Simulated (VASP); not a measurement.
# TmP2 (P6/mmm) in VASP: relaxation of cell and atoms with PBE

Aim: the relaxation of cell and atoms of TmP2 with PBE.

Program: VASP 6.6.1. These are calculated values, not measurements. Logs are shortened: lines on timing, memory, paths and dates and some standing lists are left out, and cuts for length are marked.

## 1. The cell of the first run

Symmetry: P6/mmm, No. 191, hexagonal system. The conventional cell has a = 3.531 Å, b = 3.531 Å, c = 7.251 Å, α = 90.00°, β = 90.00°, γ = 120.00°. Tm (site symmetry 6/mmm) has 2 P at 2.64 Å and 6 Tm at 3.53 Å within 3.6 Å. Within 2.7 Å of P (site symmetry 6mm) lie 1 P at 1.96 Å and 1 Tm at 2.64 Å.

The cell was built from a structure type or drawn by symmetry, and may not be a known phase.

## 2. Relaxation of cell and atoms, PBE

INCAR reads:

```
SYSTEM = TmP2
PREC     = Accurate       ! precision mode
ENCUT    = 500            ! plane-wave cutoff, eV
EDIFF    = 1E-7           ! SCF threshold, eV
ISMEAR   = 0              ! smearing method
SIGMA    = 0.1            ! smearing width, eV
LREAL    = .False.        ! projectors in reciprocal space
LASPH    = .True.         ! aspherical terms in the spheres
NELM     = 200            ! most SCF steps
ALGO     = Normal         ! electronic algorithm
ISIF     = 3              ! what is computed and relaxed
LWAVE    = .False.        ! write WAVECAR
LCHARG   = .False.        ! write CHGCAR
GGA      = PE             ! functional
IBRION   = 2              ! ionic algorithm
NSW      = 100            ! ionic steps
EDIFFG   = -0.01          ! ionic threshold
GGA_COMPAT= .False.      
NELMIN   = 4            
LMAXMIX  = 6              ! l up to which the mixer works
```

KPOINTS reads:

```
regular mesh
0
Gamma
  18 18 6
  0 0 0
```

POSCAR reads:

```
TmP2
1.0
    3.5308148302      0.0000000000      0.0000000000
   -1.7654074151      3.0577753390      0.0000000000
    0.0000000000      0.0000000000      7.2508555327
Tm P
1 2
Direct
    0.0000000000      0.0000000000      0.0000000000
    0.0000000000      0.0000000000      0.3645697556
    0.0000000000      0.0000000000      0.6354302444
```

Potentials or basis: VASP PAW PBE potentials, release 64 (Tm_3, P), 4f in core.

The run is started by

```console
$ cat potpaw_PBE.64/Tm_3/POTCAR potpaw_PBE.64/P/POTCAR > POTCAR
$ mpirun -np 1 vasp_std > vasp.out
```

OUTCAR:

```text
SYSTEM = TmP2
   PREC = Accurate
   ENCUT = 500
   EDIFF = 1E-7
   ISMEAR = 0
   LREAL = .False.
   LASPH = .True.
   NELM = 200
   ISIF = 3
   GGA = PE
   IBRION = 2
   NSW = 100
   EDIFFG = -0.01
   NELMIN = 4

 ion  position               nearest neighbor table
   1  0.000  0.000  0.000-   2 2.64   3 2.64
   2  0.000  0.000  0.365-   3 1.96   1 2.64
   3  0.000  0.000  0.635-   2 1.96   1 2.64

  LATTYP: Found a hexagonal cell.
 ALAT       =     3.5308148302
 C/A-ratio  =     2.0535926922

  Lattice vectors:

 A1 = (   3.5308148302,   0.0000000000,   0.0000000000)
 A2 = (  -1.7654074151,   3.0577753390,   0.0000000000)
 A3 = (   0.0000000000,   0.0000000000,   7.2508555327)

Analysis of symmetry for initial positions (statically):
=====================================================================
 Subroutine PRICEL returns:
 Original cell was already a primitive cell.

 Routine SETGRP: Setting up the symmetry group for a
 hexagonal supercell.

 Subroutine GETGRP returns: Found 24 space group operations
 (whereof 24 operations were pure point group operations)
 out of a pool of 24 trial point group operations.

The static configuration has the point symmetry D_6h.

Analysis of symmetry for dynamics (positions and initial velocities):
=====================================================================
 Subroutine PRICEL returns:
 Original cell was already a primitive cell.

 Routine SETGRP: Setting up the symmetry group for a
 hexagonal supercell.

 Subroutine GETGRP returns: Found 24 space group operations
 (whereof 24 operations were pure point group operations)
 out of a pool of 24 trial point group operations.

The dynamic configuration has the point symmetry D_6h.

 Subroutine INISYM returns: Found 24 space group operations
 (whereof 24 operations are pure point group operations),
 and found     1 'primitive' translations

----------------------------------------------------------------------------------------

                                     Primitive cell

  volume of cell :      78.2834

  direct lattice vectors                    reciprocal lattice vectors
[... 114 lines left out ...]
   GGA     = PE    functional components
   LHFCALC =     F    Hartree Fock is set to
   AEXX    =    0.0000 exact exchange contribution
   IVDW    =     0    specifies the selected vdW correction
   LEPSILON=     F    determine dielectric tensor
   LRPA    =     F    only Hartree local field effects (RPA)
 conjugate gradient relaxation of ions
 non-spin polarized calculation
 Gauss-broadening in eV      SIGMA  =   0.10
  energy-cutoff  :      500.00
  volume of cell :       78.28
 maximum number of plane-waves:      2019
 NGX is ok and might be reduce to    28
   NGX = 13   NGY = 13   NGZ = 27

--------------------------------------- Ionic step        1  -------------------------------------------

 number of electron      19.0000000 magnetization

 Free energy of the ion-electron system (eV)
  ---------------------------------------------------
  ext. energy  EPLUGINS =         0.00000000
  ---------------------------------------------------
  free energy    TOTEN  =       -14.29449653 eV

  energy without entropy =      -14.28280370  energy(sigma->0) =      -14.28865011

------------------------ aborting loop because EDIFF is reached ----------------------------------------

  FORCE on cell =-STRESS in cart. coord.  units (eV):
  Direction    XX          YY          ZZ          XY          YZ          ZX
  --------------------------------------------------------------------------------------
  -------------------------------------------------------------------------------------
  Total        0.2608398      0.2608398     -0.2272293      0.0000000      0.0000000      0.0000000
  in kB        5.3384445      5.3384445     -4.6505590      0.0000000      0.0000000      0.0000000
  external PRESSURE =       2.0087767 kB  Pullay stress =       0.0000000 kB
[... 92 lines left out ...]
  FREE ENERGIE OF THE ION-ELECTRON SYSTEM (eV)
  ---------------------------------------------------
  free  energy   TOTEN  =       -14.2966497501 eV

  energy  without entropy=      -14.2852259333  energy(sigma->0) =      -14.29093784

[... ionic steps 4 to 8 ...]

--------------------------------------- Ionic step        9  -------------------------------------------

 number of electron      19.0000003 magnetization

------------------------ aborting loop because EDIFF is reached ----------------------------------------
[... 69 lines left out ...]
--------------------------------------- Ionic step       11  -------------------------------------------

 number of electron      19.0000003 magnetization

 Free energy of the ion-electron system (eV)
  ---------------------------------------------------
  ext. energy  EPLUGINS =         0.00000000
  ---------------------------------------------------
  free energy    TOTEN  =       -14.30471825 eV

  energy without entropy =      -14.29569341  energy(sigma->0) =      -14.30020583

 E-fermi :   2.7037     XC(G=0):  -9.0596

 val. band max:        2.7018766264   @ k =   0.3333  -0.0000   0.5000
 cond. band min:       2.7066011954   @ k =   0.0000   0.0000   0.0000
 fundamental gap:      0.0047245690
 Fermi energy:         2.7037000658

 k-point     1 :       0.0000    0.0000    0.0000
  band No.  band energies     occupation
      1     -22.8862      2.00000
      2     -22.6905      2.00000
      3     -22.6905      2.00000
      4      -9.8027      2.00000
      5      -5.1325      2.00000
      6      -2.4341      2.00000
      7       0.6696      2.00000
      8       2.7066      0.96727
      9       2.7066      0.96727
     10       4.9835      0.00000
     11       4.9835      0.00000
     12       5.1418      0.00000
     13       5.1418      0.00000
[... 354 lines left out ...]
  band No.  band energies     occupation
      1     -22.9601      2.00000
      2     -22.8453      2.00000
      3     -22.7788      2.00000
      4      -8.9693      2.00000
      5      -3.9826      2.00000
      6      -1.2781      2.00000
      7      -0.9381      2.00000
      8       1.1644      2.00000
      9       1.3399      2.00000
     10       2.5702      1.94089
     11       3.6280      0.00000
     12       4.3294      0.00000
     13       6.2042      0.00000

 [... further k-points ...]
[... 5 lines left out ...]
  --------------------------------------------------------------------------------------
  -------------------------------------------------------------------------------------
  Total       -0.0203653     -0.0203653      0.0167295      0.0000000     -0.0000000      0.0000000
  in kB       -0.3978507     -0.3978507      0.3268237      0.0000000     -0.0000000      0.0000000
  external PRESSURE =      -0.1562926 kB  Pullay stress =       0.0000000 kB
[... 18 lines left out ...]
  FREE ENERGIE OF THE ION-ELECTRON SYSTEM (eV)
  ---------------------------------------------------
  free  energy   TOTEN  =       -14.3047182452 eV

  energy  without entropy=      -14.2956934109  energy(sigma->0) =      -14.30020583

 reached required accuracy - stopping structural energy minimisation
```

Run time: 12 min. Hardware: 1 thread of Intel Xeon Platinum 8488C (Sapphire Rapids), shared host; peak memory 0.32 GiB.

What came out:

```
Free energy                           : -14.3047 eV
Relaxed volume                        : 27.34 Å³/atom
Relaxed cell                          : a = 3.618 Å, b = 3.618 Å, c = 7.236 Å, α = 90.00°, β = 90.00°, γ = 120.00°
Space group after relaxing (to 0.1 Å) : P6/mmm (No. 191)
Energy gained by relaxing             : 3.4 meV/atom
Ionic steps                           : 11
Pressure after relaxing               : 0.0 GPa
Largest force after relaxing          : 0.005 eV/Å
Band gap on the k mesh                : zero (an odd number of electrons rules out a gap without spin polarisation)
```

Forces on the atoms (eV/Å):
```
Tm   0.000  0.000  0.000
P    0.000  0.000  0.005
P    0.000  0.000 -0.005
```

Step by step:
```
step  energy change (eV)  largest force (eV/Å)  pressure (GPa)  volume (Å³)
   1              0.0000                0.2187            0.20        78.28
   2             -0.0006                0.3398            1.15        78.65
   3             -0.0022                0.0750            0.71        78.49
   4             -0.0052                0.1121            0.44        79.46
   5             -0.0072                0.2182           -0.09        81.54
   6             -0.0092                0.0948           -0.27        82.46
   7             -0.0093                0.0750           -0.31        82.63
   8             -0.0100                0.0912            0.04        82.13
   9             -0.0100                0.0916            0.06        82.10
  10             -0.0100                0.0992           -0.09        81.92
  11             -0.0102                0.0047           -0.02        82.01
```

Final structure:
```
Tm P
1.0
     3.61775    0.00000    0.00000
    -1.80887    3.13306    0.00000
     0.00000    0.00000    7.23557
Tm P
1 2
Direct
  0.00000 0.00000 0.00000
  0.00000 0.00000 0.36569
  0.00000 0.00000 0.63431
```

Levels at points of the mesh, in eV from the Fermi level:
```csv
k point,band 7,band 8,band 9,band 10,band 11,band 12,band 13
"(0.00, 0.00, 0.00)",-2.03,0.00,0.00,2.28,2.28,2.44,2.44
"(0.50, 0.00, 0.00)",-3.88,-1.74,-0.89,-0.45,1.37,1.90,3.40
"(0.00, 0.00, 0.50)",-2.65,-0.15,-0.15,2.12,2.44,2.44,3.30
"(0.50, 0.00, 0.50)",-2.51,-1.17,-1.04,-0.53,1.07,2.33,2.87
```

Caveat: spin-orbit coupling is left out, which moves the levels of the heavy elements; the 4f electrons are frozen in the core, so they carry no moment and show no levels. Spin polarisation is off, so any magnetic state and its effect on volume and gap are missing.
